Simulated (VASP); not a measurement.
# InSe: single point with r2SCAN

**What was measured.**

“The Interaction of Hydrogen with the van der Waals Crystal γ-InSe”, 2020, pmc:7321205 reports, for a bulk crystal of InSe at 300 K: band gap 1.25 eV.

InSe:

```
In Se
1.0
     2.02200    1.16740    8.68142
    -2.02200    1.16740    8.68142
     0.00000   -2.33480    8.68142
In Se
2 2
Direct
  0.89062 0.89062 0.89062
  0.99805 0.99805 0.99805
  0.17565 0.17565 0.17565
  0.37967 0.37967 0.37967
```

* Program: VASP 6.6.1
* Task: single point
* Functional: r2SCAN
* Potentials or basis: VASP PAW PBE potentials, release 64 (In_d, Se)
* Cutoff: 520 eV
* k mesh: 8 × 8 × 8
* Occupations: fermi-dirac, width 0.05 eV
* Spin: no spin polarisation
* Dipole correction: no
* Further INCAR settings: ALGO = Normal; EDIFF = 1e-06; NBANDS = 27

```yaml
Pressure: 0.0 GPa
Largest_force: 0.019 eV/Å
Band_gap_on_the_k_mesh: 0.91 eV
```

Forces on the atoms (eV/Å):
```
In   0.000  0.000  0.016
In   0.000  0.000 -0.017
Se   0.000  0.000 -0.018
Se   0.000  0.000  0.019
```

Levels at points of the mesh, in eV from the valence-band top:
```csv
k point,band 17,band 18,band 19,band 20,band 21,band 22
"(0.00, 0.00, 0.00)",-1.24,-1.24,-1.23,1.87,2.56,4.70
"(0.50, 0.00, 0.00)",-2.25,-2.21,-1.61,1.67,2.28,4.13
"(0.50, 0.50, 0.00)",-2.43,-2.08,-1.46,1.70,2.25,3.84
"(0.50, 0.50, 0.50)",-1.16,-1.16,0.00,0.91,2.59,4.65
```

Run time: 76 min on 1 thread of Intel(R) Xeon(R) Platinum 8488C (Sapphire Rapids), on a shared host, peak memory 0.83 GiB.

A measured gap of InSe is 1.25 eV (300 K; “The Interaction of Hydrogen with the van der Waals Crystal γ-InSe”, 2020, pmc:7321205); the calculated 0.91 eV misses it by -0.34 eV. Spin-orbit coupling on In, Se is left out. The value is that of r2SCAN on a finite k mesh, which can miss the band edges, without temperature or zero-point motion.

Caveat: the PAW data sets were made with another functional, which shifts forces and pressure a little; spin-orbit coupling is left out, which moves the levels of the heavy elements.
